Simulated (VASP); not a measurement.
# WS2 (R3m) in VASP: single point with PBEsol

Aim: the single point of WS2 with PBEsol.

Everything below comes from runs of VASP 6.6.1. Logs are shortened: lines on timing, memory, paths and dates and some standing lists are left out, and cuts for length are marked.

## 1. The cell of the first run

It takes space group R3m (No. 160, trigonal). The conventional cell has a = 3.158 Å, b = 3.158 Å, c = 18.490 Å, α = 90.00°, β = 90.00°, γ = 120.00°. W (site symmetry 3m) has 6 S at 2.39 to 2.42 Å and 6 W at 3.16 Å within 3.2 Å. Within 3.2 Å of S (site symmetry 3m) lie 3 W at 2.39 Å and 7 S at 3.13 to 3.16 Å. S (site symmetry 3m) has 3 W at 2.42 Å and 7 S at 3.13 to 3.16 Å within 3.2 Å.

## 2. Single point, PBEsol

File INCAR:

```
SYSTEM = WS2
  ALGO = Normal
  EDIFF = 1E-7
  ENCUT = 520
  GGA = PS
  ISIF = 2
  ISMEAR = 0
  LASPH = .TRUE.
  LCHARG = .FALSE.
  LREAL = .FALSE.
  LWAVE = .FALSE.
  NBANDS = 49
  NELM = 60
  PREC = Accurate
  SIGMA = 0.05
```

File KPOINTS:

```
k-points
0
G
  10 10 2
  0 0 0
```

File POSCAR:

```
WS2
1.0
   -1.5790003843     -2.7349088907      0.0000000000
    1.5790003843     -2.7349088907      0.0000000000
    0.0000000000      0.0000000000     18.4899900000
W S
3 6
Direct
    0.0000000000      0.0000000000      0.0000000000
    0.3333333333      0.3333333333      0.3333333333
    0.6666666667      0.6666666667      0.6666666667
    1.0000000000      1.0000000000      0.7503000000
    0.3333333333      0.3333333333      0.0836333333
    0.6666666667      0.6666666667      0.4169666667
    1.0000000000      1.0000000000      0.5810000000
    0.3333333333      0.3333333333      0.9143333333
    0.6666666667      0.6666666667      0.2476666667
```

Potentials or basis: VASP PAW PBE potentials, release 64 (W_sv, S).

Command:

```sh
> cat potpaw_PBE.64/W_sv/POTCAR potpaw_PBE.64/S/POTCAR > POTCAR
> mpirun -np 1 vasp_std > vasp.out
```

OUTCAR:

```text
SYSTEM = WS2
   EDIFF = 1E-7
   ENCUT = 520
   GGA = PS
   ISIF = 2
   ISMEAR = 0
   LASPH = .TRUE.
   LREAL = .FALSE.
   NELM = 60
   PREC = Accurate

 ion  position               nearest neighbor table
   1  0.000  0.000  0.000-   5 2.39   5 2.39   5 2.39   8 2.42   8 2.42   8 2.42
   2  0.333  0.333  0.333-   6 2.39   6 2.39   6 2.39   9 2.42   9 2.42   9 2.42
   3  0.667  0.667  0.667-   4 2.39   4 2.39   4 2.39   7 2.42   7 2.42   7 2.42
   4  0.000  0.000  0.750-   3 2.39   3 2.39   3 2.39
   5  0.333  0.333  0.084-   1 2.39   1 2.39   1 2.39
   6  0.667  0.667  0.417-   2 2.39   2 2.39   2 2.39
   7  0.000  0.000  0.581-   3 2.42   3 2.42   3 2.42
   8  0.333  0.333  0.914-   1 2.42   1 2.42   1 2.42
   9  0.667  0.667  0.248-   2 2.42   2 2.42   2 2.42

  LATTYP: Found a hexagonal cell.
 ALAT       =     3.1580007685
 C/A-ratio  =     5.8549669095

  Lattice vectors:

 A1 = (  -1.5790003843,   2.7349088907,   0.0000000000)
 A2 = (  -1.5790003843,  -2.7349088907,   0.0000000000)
 A3 = (   0.0000000000,   0.0000000000,  18.4899900000)

Analysis of symmetry for initial positions (statically):
=====================================================================
 Subroutine PRICEL returns following result:

  LATTYP: Found a trigonal (rhomboedric) cell.
 ALAT       =     6.4273602383
 COS(alpha) =     0.8792939096

  Lattice vectors:

 A1 = (   1.5790003843,  -0.9116362971,  -6.1633299994)
 A2 = (  -1.5790003843,  -0.9116362965,  -6.1633300012)
 A3 = (   0.0000000000,   1.8232725936,  -6.1633299994)

   3 primitive cells build up your supercell.

 Routine SETGRP: Setting up the symmetry group for a
 hexagonal supercell.

 Subroutine GETGRP returns: Found  6 space group operations
 (whereof  6 operations were pure point group operations)
 out of a pool of 24 trial point group operations.

The static configuration has the point symmetry C_3v.

Analysis of symmetry for dynamics (positions and initial velocities):
=====================================================================
 Subroutine PRICEL returns following result:

  LATTYP: Found a trigonal (rhomboedric) cell.
 ALAT       =     6.4273602383
 COS(alpha) =     0.8792939096

  Lattice vectors:

 A1 = (   1.5790003843,  -0.9116362971,  -6.1633299994)
 A2 = (  -1.5790003843,  -0.9116362965,  -6.1633300012)
 A3 = (   0.0000000000,   1.8232725936,  -6.1633299994)

   3 primitive cells build up your supercell.

 Routine SETGRP: Setting up the symmetry group for a
 hexagonal supercell.

 Subroutine GETGRP returns: Found  6 space group operations
 (whereof  6 operations were pure point group operations)
 out of a pool of 24 trial point group operations.

The dynamic configuration has the point symmetry C_3v.

 Subroutine INISYM returns: Found  6 space group operations
 (whereof  6 operations are pure point group operations),
 and found     3 'primitive' translations

----------------------------------------------------------------------------------------

                                     Primitive cell

  volume of cell :      53.2317

  direct lattice vectors                    reciprocal lattice vectors
     1.579000384 -0.911636297 -6.163329999     0.316656034 -0.182821447 -0.054083318
    -1.579000384 -0.911636297 -6.163330001    -0.316656034 -0.182821447 -0.054083318
     0.000000000  1.823272594 -6.163329999     0.000000000  0.365642893 -0.054083318

  length of vectors
     6.427360238  6.427360240  6.427360238     0.369621064  0.369621064  0.369621064

  position of ions in fractional coordinates (direct lattice)
     0.000000000  0.000000000  0.000000000
     0.249700000  0.249700000  0.249700000
     0.419000000  0.419000000  0.419000000

  ion indices of the primitive-cell ions
   primitive index   ion index
                 1           1
                 2           4
                 3           7

----------------------------------------------------------------------------------------

 KPOINTS: k-points

Automatic generation of k-mesh.
 Grid dimensions read from file:
 generate k-points for:   10   10    2

 Generating k-lattice:

  Cartesian coordinates                     Fractional coordinates (reciprocal lattice)
    -0.031665603 -0.018282145  0.000000000     0.100000000  0.000000000  0.000000000
     0.031665603 -0.018282145  0.000000000     0.000000000  0.100000000  0.000000000
     0.000000000  0.000000000  0.027041659     0.000000000  0.000000000  0.500000000

  Length of vectors
     0.036564289  0.036564289  0.027041659

  Shift w.r.t. Gamma in fractional coordinates (k-lattice)
     0.000000000  0.000000000  0.000000000

 Subroutine IBZKPT returns following result:
 ===========================================

 Found     28 irreducible k-points:

 Following reciprocal coordinates:
            Coordinates               Weight
  0.000000  0.000000  0.000000      1.000000
  0.100000 -0.000000  0.000000      6.000000
  0.200000 -0.000000  0.000000      6.000000
  0.300000  0.000000  0.000000      6.000000
  0.400000 -0.000000  0.000000      6.000000
  0.500000  0.000000  0.000000      3.000000
[... 16 lines left out ...]
  0.400000  0.100000  0.500000     12.000000
  0.500000  0.100000  0.500000     12.000000
 [... further k-points ...]
   k-points           NKPTS =     28   k-points in BZ     NKDIM =     28   number of bands    NBANDS=     49
   number of dos      NEDOS =    301   number of ions     NIONS =      9
   total plane-waves  NPLWV =  80640
   dimension x,y,z NGX =    24 NGY =   24 NGZ =  140
   dimension x,y,z NGXF=    48 NGYF=   48 NGZF=  280
   ions per type =               3   6
   NGX,Y,Z   is equivalent  to a cutoff of  12.63, 12.63, 12.59 a.u.
   NGXF,Y,Z  is equivalent  to a cutoff of  25.27, 25.27, 25.18 a.u.
 SYSTEM =  WS2
   PREC   = accura    normal or accurate (medium, high low for compatibility)
   ISTART =      0    job   : 0-new  1-cont  2-samecut
   ICHARG =      2    charge: 1-file 2-atom 10-const
   ISPIN  =      1    spin polarized calculation?
   LNONCOLLINEAR =      F non collinear calculations
   LSORBIT =      F    spin-orbit coupling
   LASPH  =      T    aspherical Exc in radial PAW
   ENCUT  =  520.0 eV  38.22 Ry    6.18 a.u.   5.87  5.87 34.38*2*pi/ulx,y,z
   NELM   =     60;   NELMIN=  2; NELMDL= -5     # of ELM steps
   EDIFF  = 0.1E-06   stopping-criterion for ELM
   LREAL  =      F    real-space projection
   EDIFFG = 0.1E-05   stopping-criterion for IOM
   NSW    =      0    number of steps for IOM
   IBRION =     -1    ionic relax: 0-MD 1-quasi-New 2-CG
   NFREE  =      0    steps in history (QN), initial steepest desc. (CG)
   ISIF   =      2    stress and relaxation
   ISYM   =      2    0-nonsym 1-usesym 2-fastsym
   POTIM  = 0.5000    time-step for ionic-motion
   TEBEG  =    0.0;   TEEND  =   0.0 temperature during run
   PSTRESS=    0.0 pullay stress
   NELECT =      78.0000    total number of electrons
   NUPDOWN=      -1.0000    fix difference up-down
   EMIN   =  10.00;   EMAX   =-10.00  energy-range for DOS
   EFERMI =   0.00;   METHOD = LEGACY
   ISMEAR =     0;   SIGMA  =   0.05  broadening in eV -4-tet -1-fermi 0-gaus
   EFERMI_NEDOS =   21; number of points for ismear=-14 and -15
   IALGO  =     38    algorithm
   IMIX   =      4    mixing-type and parameters
     AMIX     =   0.40;   BMIX     =  1.00
     AMIX_MAG =   1.60;   BMIX_MAG =  1.00
  volume/ion in A,a.u.               =      17.74       119.74
  Fermi-wavevector in a.u.,A,eV,Ry     =   1.289266  2.436359 22.615688  1.662206
  Thomas-Fermi vector in A             =   2.421169
   LORBIT       =      0    0 simple, 1 ext, 2 COOP (PROOUT), +10 PAW based schemes
   GGA     = PS    functional components
   LHFCALC =     F    Hartree Fock is set to
   AEXX    =    0.0000 exact exchange contribution
   IVDW    =     0    specifies the selected vdW correction
   LEPSILON=     F    determine dielectric tensor
   LRPA    =     F    only Hartree local field effects (RPA)
 non-spin polarized calculation
 Gauss-broadening in eV      SIGMA  =   0.05
  energy-cutoff  :      520.00
  volume of cell :      159.70
 maximum number of plane-waves:      4328
   NGX = 11   NGY = 11   NGZ = 69

 number of electron      77.9999990 magnetization

 Free energy of the ion-electron system (eV)
  ---------------------------------------------------
  ext. energy  EPLUGINS =         0.00000000
  ---------------------------------------------------
  free energy    TOTEN  =       -75.79041289 eV

  energy without entropy =      -75.79041289  energy(sigma->0) =      -75.79041289

 E-fermi :   7.7818     XC(G=0): -11.1156

 val. band max:        7.4015573896   @ k =   0.0000   0.0000   0.5000
 cond. band min:       8.4343961755   @ k =   0.4000   0.2000   0.0000
 fundamental gap:      1.0328387859
 Fermi energy:         7.7817811496

 k-point     1 :       0.0000    0.0000    0.0000
  band No.  band energies     occupation
      1     -67.1910      2.00000
      2     -67.1910      2.00000
      3     -67.1910      2.00000
      4     -31.4606      2.00000
      5     -31.4606      2.00000
      6     -31.4606      2.00000
[... 41 lines left out ...]
     48       9.8487      0.00000
     49       9.9473      0.00000

 k-point     2 :       0.1000   -0.0000    0.0000
  band No.  band energies     occupation
      1     -67.1892      2.00000
      2     -67.1892      2.00000
      3     -67.1892      2.00000
      4     -31.4542      2.00000
      5     -31.4542      2.00000
      6     -31.4542      2.00000
[... 41 lines left out ...]
     48       9.7278      0.00000
     49      10.0252      0.00000

 k-point     3 :       0.2000   -0.0000    0.0000
  band No.  band energies     occupation
      1     -67.1845      2.00000
      2     -67.1845      2.00000
      3     -67.1845      2.00000
      4     -31.4373      2.00000
      5     -31.4373      2.00000
      6     -31.4372      2.00000
[... 1081 lines left out ...]
     48      10.6292      0.00000
     49      11.4370      0.00000

 k-point    24 :       0.5000    0.1000    0.5000
  band No.  band energies     occupation
      1     -67.1721      2.00000
      2     -67.1721      2.00000
      3     -67.1721      2.00000
      4     -31.6236      2.00000
      5     -31.6236      2.00000
      6     -31.6236      2.00000
[... 41 lines left out ...]
     48      11.0454      0.00000
     49      11.1375      0.00000

 [... further k-points ...]

------------------------ aborting loop because EDIFF is reached ----------------------------------------

  FORCE on cell =-STRESS in cart. coord.  units (eV):
  Direction    XX          YY          ZZ          XY          YZ          ZX
  --------------------------------------------------------------------------------------
  -------------------------------------------------------------------------------------
  Total       -0.8648300     -0.8648300      0.2058181      0.0000000      0.0000000      0.0000000
  in kB       -8.6765997     -8.6765997      2.0649158      0.0000000      0.0000000      0.0000000
  external PRESSURE =      -5.0960946 kB  Pullay stress =       0.0000000 kB

 VOLUME and BASIS-vectors are now :
 -----------------------------------------------------------------------------
  energy-cutoff  :      520.00
  volume of cell :      159.70
      direct lattice vectors                 reciprocal lattice vectors
    -1.579000384 -2.734908891  0.000000000    -0.316656034 -0.182821447  0.000000000
     1.579000384 -2.734908891  0.000000000     0.316656034 -0.182821447  0.000000000
     0.000000000  0.000000000 18.489990000     0.000000000  0.000000000  0.054083318

 POSITION                                       TOTAL-FORCE (eV/Angst)
 -----------------------------------------------------------------------------------
      0.00000      0.00000      0.00000         0.000000     -0.000000     -0.601574
      0.00000     -1.82327      6.16333         0.000000     -0.000000     -0.601574
      0.00000     -3.64655     12.32666        -0.000000     -0.000000     -0.601574
      0.00000      0.00000     13.87304        -0.000000      0.000000      0.252088
      0.00000     -1.82327      1.54638         0.000000      0.000000      0.252088
      0.00000     -3.64655      7.70971        -0.000000      0.000000      0.252088
      0.00000      0.00000     10.74268         0.000000      0.000000      0.349486
      0.00000     -1.82327     16.90601        -0.000000      0.000000      0.349486
      0.00000     -3.64655      4.57935         0.000000      0.000000      0.349486
 -----------------------------------------------------------------------------------
    total drift:                               -0.000000      0.000000     -0.000162

  FREE ENERGIE OF THE ION-ELECTRON SYSTEM (eV)
  ---------------------------------------------------
  free  energy   TOTEN  =       -75.7904128896 eV

  energy  without entropy=      -75.7904128896  energy(sigma->0) =      -75.79041289
```

It took 7.6 min on 1 thread of AMD EPYC, shared host; peak memory 0.31 GiB.

Results:

* Free energy: -75.7904 eV
* Pressure: -0.5 GPa
* Largest force: 0.602 eV/Å
* Band gap on the k mesh: 1.03 eV

Forces in eV/Å, atoms in the order of the input:
```
W    0.000  0.000 -0.602
W    0.000  0.000 -0.602
W    0.000  0.000 -0.602
S    0.000  0.000  0.252
S    0.000  0.000  0.252
S    0.000  0.000  0.252
S    0.000  0.000  0.349
S    0.000  0.000  0.349
S    0.000  0.000  0.349
```

Stress tensor (GPa, compression positive):
```
-0.87  0.00  0.00
 0.00 -0.87  0.00
 0.00  0.00  0.21
```

Caveat: the PAW data sets were made with another functional, which shifts forces and pressure a little; spin-orbit coupling is left out, which moves the levels of the heavy elements; this functional lacks dispersion, which binds the layers, so the pressure and a relaxed spacing across them are unreliable. A k mesh can miss the band edges.
